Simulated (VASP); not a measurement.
# Zn (Fm-3m) in VASP: further runs

Zn is run at these levels: PBE; tasks: single point, relaxation of cell and atoms.

Everything below comes from runs of VASP 6.6.1. Logs are shortened: lines on timing, memory, paths and dates and some standing lists are left out, and cuts for length are marked.

## 1. The cell of the first run

The structure is cubic, space group Fm-3m (No. 225). Conventional cell: a = 3.928 Å, b = 3.928 Å, c = 3.928 Å, α = 90.00°, β = 90.00°, γ = 90.00°. Within 3.7 Å of Zn (site symmetry m-3m) lie 12 Zn at 2.78 Å.

## 2. Single point, PBE

File INCAR:

```
SYSTEM = Zn
ALGO = Normal
EDIFF = 1E-6
ENCUT = 520
GGA = PE
ISIF = 2
ISMEAR = -1
LASPH = .True.
LCHARG = .True.
LELF = .True.
LREAL = .False.
LVHAR = .True.
LWAVE = .False.
NBANDS = 12
NELM = 100
PREC = Accurate
SIGMA = 0.05
```

File KPOINTS:

```
k-points
0
Gamma
  18 18 18
  0 0 0
```

File POSCAR:

```
Zn
1.0
    0.0000000000      1.9641097993      1.9641097993
    1.9641097993      0.0000000000      1.9641097993
    1.9641097993      1.9641097993      0.0000000000
Zn
1
Direct
    0.0000000000      0.0000000000      0.0000000000
```

Potentials or basis: VASP PAW PBE potentials, release 64 (Zn).

Started as:

```bash
$ cat potpaw_PBE.64/Zn/POTCAR > POTCAR
$ mpirun -np 1 vasp_std > vasp.out
```

OUTCAR:

```text
SYSTEM = Zn
   EDIFF = 1E-6
   ENCUT = 520
   GGA = PE
   ISIF = 2
   ISMEAR = -1
   LASPH = .True.
   LREAL = .False.
   NELM = 100
   PREC = Accurate

 ion  position               nearest neighbor table
   1  0.000  0.000  0.000-

  LATTYP: Found a face centered cubic cell.
 ALAT       =     3.9282195986

  Lattice vectors:

 A1 = (   0.0000000000,   1.9641097993,   1.9641097993)
 A2 = (   1.9641097993,   0.0000000000,   1.9641097993)
 A3 = (   1.9641097993,   1.9641097993,   0.0000000000)

Analysis of symmetry for initial positions (statically):
=====================================================================
 Subroutine PRICEL returns:
 Original cell was already a primitive cell.

 Routine SETGRP: Setting up the symmetry group for a
 face centered cubic supercell.

 Subroutine GETGRP returns: Found 48 space group operations
[... 9 lines left out ...]

 Routine SETGRP: Setting up the symmetry group for a
 face centered cubic supercell.

 Subroutine GETGRP returns: Found 48 space group operations
[... 11 lines left out ...]
                                     Primitive cell

  volume of cell :      15.1540

  direct lattice vectors                    reciprocal lattice vectors
     0.000000000  1.964109799  1.964109799    -0.254568253  0.254568253  0.254568253
     1.964109799  0.000000000  1.964109799     0.254568253 -0.254568253  0.254568253
     1.964109799  1.964109799  0.000000000     0.254568253  0.254568253 -0.254568253

  length of vectors
     2.777670716  2.777670716  2.777670716     0.440925148  0.440925148  0.440925148

  position of ions in fractional coordinates (direct lattice)
     0.000000000  0.000000000  0.000000000

  ion indices of the primitive-cell ions
   primitive index   ion index
                 1           1

----------------------------------------------------------------------------------------

 KPOINTS: k-points

Automatic generation of k-mesh.
 Grid dimensions read from file:
 generate k-points for:   18   18   18

 Generating k-lattice:

  Cartesian coordinates                     Fractional coordinates (reciprocal lattice)
    -0.014142681  0.014142681  0.014142681     0.055555556  0.000000000  0.000000000
     0.014142681 -0.014142681  0.014142681     0.000000000  0.055555556  0.000000000
     0.014142681  0.014142681 -0.014142681     0.000000000  0.000000000  0.055555556

  Length of vectors
     0.024495842  0.024495842  0.024495842

  Shift w.r.t. Gamma in fractional coordinates (k-lattice)
     0.000000000  0.000000000  0.000000000

 Subroutine IBZKPT returns following result:
 ===========================================

 Found    195 irreducible k-points:

 Following reciprocal coordinates:
            Coordinates               Weight
  0.000000  0.000000  0.000000      1.000000
  0.055556  0.000000  0.000000      8.000000
  0.111111  0.000000  0.000000      8.000000
  0.166667  0.000000  0.000000      8.000000
  0.222222  0.000000  0.000000      8.000000
  0.277778  0.000000  0.000000      8.000000
[... 16 lines left out ...]
 -0.277778  0.055556  0.000000     24.000000
 -0.222222  0.055556  0.000000     24.000000
 [... further k-points ...]
   k-points           NKPTS =    195   k-points in BZ     NKDIM =    195   number of bands    NBANDS=     12
   number of dos      NEDOS =    301   number of ions     NIONS =      1
   total plane-waves  NPLWV =  13824
   dimension x,y,z NGX =    24 NGY =   24 NGZ =   24
   dimension x,y,z NGXF=    48 NGYF=   48 NGZF=   48
   ions per type =               1
   NGX,Y,Z   is equivalent  to a cutoff of  14.36, 14.36, 14.36 a.u.
   NGXF,Y,Z  is equivalent  to a cutoff of  28.73, 28.73, 28.73 a.u.
 SYSTEM =  Zn
   PREC   = accura    normal or accurate (medium, high low for compatibility)
   ISTART =      0    job   : 0-new  1-cont  2-samecut
   ICHARG =      2    charge: 1-file 2-atom 10-const
   ISPIN  =      1    spin polarized calculation?
   LNONCOLLINEAR =      F non collinear calculations
   LSORBIT =      F    spin-orbit coupling
   LASPH  =      T    aspherical Exc in radial PAW
   ENCUT  =  520.0 eV  38.22 Ry    6.18 a.u.   5.16  5.16  5.16*2*pi/ulx,y,z
   NELM   =    100;   NELMIN=  2; NELMDL= -5     # of ELM steps
   EDIFF  = 0.1E-05   stopping-criterion for ELM
   LREAL  =      F    real-space projection
   EDIFFG = 0.1E-04   stopping-criterion for IOM
   NSW    =      0    number of steps for IOM
   IBRION =     -1    ionic relax: 0-MD 1-quasi-New 2-CG
   NFREE  =      0    steps in history (QN), initial steepest desc. (CG)
   ISIF   =      2    stress and relaxation
   ISYM   =      2    0-nonsym 1-usesym 2-fastsym
   POTIM  = 0.5000    time-step for ionic-motion
   TEBEG  =    0.0;   TEEND  =   0.0 temperature during run
   PSTRESS=    0.0 pullay stress
   NELECT =      12.0000    total number of electrons
   NUPDOWN=      -1.0000    fix difference up-down
   EMIN   =  10.00;   EMAX   =-10.00  energy-range for DOS
   EFERMI =   0.00;   METHOD = LEGACY
   ISMEAR =    -1;   SIGMA  =   0.05  broadening in eV -4-tet -1-fermi 0-gaus
   EFERMI_NEDOS =   21; number of points for ismear=-14 and -15
   IALGO  =     38    algorithm
   IMIX   =      4    mixing-type and parameters
     AMIX     =   0.40;   BMIX     =  1.00
     AMIX_MAG =   1.60;   BMIX_MAG =  1.00
  volume/ion in A,a.u.               =      15.15       102.26
  Fermi-wavevector in a.u.,A,eV,Ry     =   1.514582  2.862145 31.211206  2.293959
  Thomas-Fermi vector in A             =   2.624220
   LORBIT       =      0    0 simple, 1 ext, 2 COOP (PROOUT), +10 PAW based schemes
   GGA     = PE    functional components
   LHFCALC =     F    Hartree Fock is set to
   AEXX    =    0.0000 exact exchange contribution
   IVDW    =     0    specifies the selected vdW correction
   LEPSILON=     F    determine dielectric tensor
   LRPA    =     F    only Hartree local field effects (RPA)
 non-spin polarized calculation
  energy-cutoff  :      520.00
  volume of cell :       15.15
 maximum number of plane-waves:       419
 NGX is ok and might be reduce to    24
   NGX = 11   NGY = 11   NGZ = 11

 number of electron      12.0000008 magnetization

 Free energy of the ion-electron system (eV)
  ---------------------------------------------------
  ext. energy  EPLUGINS =         0.00000000
  ---------------------------------------------------
  free energy    TOTEN  =        -1.08592103 eV

  energy without entropy =       -1.08347434  energy(sigma->0) =       -1.08469769

 E-fermi :   3.0297     XC(G=0): -11.5823

 val. band max:        2.9966466197   @ k =  -0.3889   0.4444   0.0556
 cond. band min:       3.0880152964   @ k =  -0.3333   0.3333   0.1667
 fundamental gap:      0.0913686767
 Fermi energy:         3.0296740097

 k-point     1 :       0.0000    0.0000    0.0000
  band No.  band energies     occupation
      1      -7.2715      2.00000
      2      -4.5328      2.00000
      3      -4.5328      2.00000
      4      -4.5328      2.00000
      5      -4.1525      2.00000
      6      -4.1525      2.00000
      7      21.3753      0.00000
      8      21.3753      0.00000
      9      21.3753      0.00000
     10      21.9909      0.00000
     11      24.1507      0.00000
     12      24.1507      0.00000

 k-point     2 :       0.0556    0.0000    0.0000
  band No.  band energies     occupation
      1      -7.1782      2.00000
      2      -4.5406      2.00000
      3      -4.5220      2.00000
      4      -4.5220      2.00000
      5      -4.1557      2.00000
      6      -4.1557      2.00000
      7      19.6346      0.00000
      8      21.0616      0.00000
      9      21.0616      0.00000
     10      21.8019      0.00000
     11      24.6225      0.00000
     12      24.6225      0.00000

 k-point     3 :       0.1111    0.0000    0.0000
  band No.  band energies     occupation
      1      -6.9022      2.00000
      2      -4.5585      2.00000
      3      -4.4942      2.00000
      4      -4.4942      2.00000
      5      -4.1614      2.00000
      6      -4.1614      2.00000
      7      16.9251      0.00000
      8      20.4505      0.00000
      9      20.4505      0.00000
     10      21.6920      0.00000
     11      25.7019      0.00000
     12      25.7019      0.00000

 k-point     4 :       0.1667    0.0000    0.0000
  band No.  band energies     occupation
      1      -6.4614      2.00000
      2      -4.5646      2.00000
      3      -4.4635      2.00000
      4      -4.4635      2.00000
      5      -4.1573      2.00000
      6      -4.1573      2.00000
      7      14.2311      0.00000
      8      19.8439      0.00000
      9      19.8439      0.00000
     10      21.5389      0.00000
     11      26.7396      0.00000
     12      26.8079      0.00000

 k-point     5 :       0.2222    0.0000    0.0000
  band No.  band energies     occupation
      1      -5.9173      2.00000
      2      -4.4919      2.00000
      3      -4.4502      2.00000
      4      -4.4502      2.00000
      5      -4.1267      2.00000
      6      -4.1267      2.00000
      7      11.6492      0.00000
      8      19.3306      0.00000
      9      19.3306      0.00000
     10      21.3443      0.00000
     11      25.6018      0.00000
     12      25.6018      0.00000
[... 228 lines left out ...]
      1      -5.2277      2.00000
      2      -4.5277      2.00000
      3      -4.5057      2.00000
      4      -3.9437      2.00000
      5      -3.9383      2.00000
      6      -1.6220      2.00000
      7       4.2225      0.00000
      8      16.7849      0.00000
      9      18.6936      0.00000
     10      20.3274      0.00000
     11      22.4019      0.00000
     12      23.6866      0.00000

 k-point    22 :      -0.3333    0.0556    0.0000
  band No.  band energies     occupation
      1      -5.2346      2.00000
      2      -4.5021      2.00000
      3      -4.4822      2.00000
      4      -4.0154      2.00000
      5      -4.0102      2.00000
      6      -2.8346      2.00000
      7       6.2731      0.00000
      8      16.7172      0.00000
      9      19.2968      0.00000
     10      20.8427      0.00000
     11      22.6132      0.00000
     12      23.8766      0.00000

 k-point    23 :      -0.2778    0.0556    0.0000
  band No.  band energies     occupation
      1      -5.3287      2.00000
      2      -4.4781      2.00000
      3      -4.4547      2.00000
      4      -4.1753      2.00000
      5      -4.0907      2.00000
      6      -3.7016      2.00000
      7       8.5032      0.00000
      8      16.8184      0.00000
      9      19.9063      0.00000
     10      21.3866      0.00000
     11      23.1635      0.00000
     12      24.1913      0.00000

 k-point    24 :      -0.2222    0.0556    0.0000
  band No.  band energies     occupation
      1      -5.6733      2.00000
      2      -4.5103      2.00000
      3      -4.4357      2.00000
      4      -4.4098      2.00000
      5      -4.1601      2.00000
      6      -4.0052      2.00000
      7      10.8931      0.00000
      8      17.0850      0.00000
      9      20.4869      0.00000
     10      21.8549      0.00000
     11      24.0623      0.00000
     12      24.6814      0.00000

 [... further k-points ...]
[... 5 lines left out ...]
  --------------------------------------------------------------------------------------
  -------------------------------------------------------------------------------------
  Total        0.0387460      0.0387460      0.0387460      0.0000000      0.0000000      0.0000000
  in kB        4.0964752      4.0964752      4.0964752      0.0000000      0.0000000      0.0000000
  external PRESSURE =       4.0964752 kB  Pullay stress =       0.0000000 kB

 VOLUME and BASIS-vectors are now :
 -----------------------------------------------------------------------------
  energy-cutoff  :      520.00
  volume of cell :       15.15
      direct lattice vectors                 reciprocal lattice vectors
     0.000000000  1.964109799  1.964109799    -0.254568253  0.254568253  0.254568253
     1.964109799  0.000000000  1.964109799     0.254568253 -0.254568253  0.254568253
     1.964109799  1.964109799  0.000000000     0.254568253  0.254568253 -0.254568253

 POSITION                                       TOTAL-FORCE (eV/Angst)
 -----------------------------------------------------------------------------------
      0.00000      0.00000      0.00000         0.000000      0.000000      0.000000
 -----------------------------------------------------------------------------------
    total drift:                               -0.000000      0.000000     -0.000000

  FREE ENERGIE OF THE ION-ELECTRON SYSTEM (eV)
  ---------------------------------------------------
  free  energy   TOTEN  =        -1.0859210330 eV

  energy  without entropy=       -1.0834743402  energy(sigma->0) =       -1.08469769
```

Run time: 11 s. Hardware: 1 thread of Intel Xeon 6975P-C (Granite Rapids), shared host; peak memory 0.15 GiB.

What came out:

| Quantity | Value |
| --- | --- |
| Free energy | -1.0859 eV |
| Pressure | 0.4 GPa |
| Band gap on the k mesh | zero (band 6 reaches 4.73 eV, above the bottom of band 7 at 1.71 eV) |

[end of part 1 of 2]
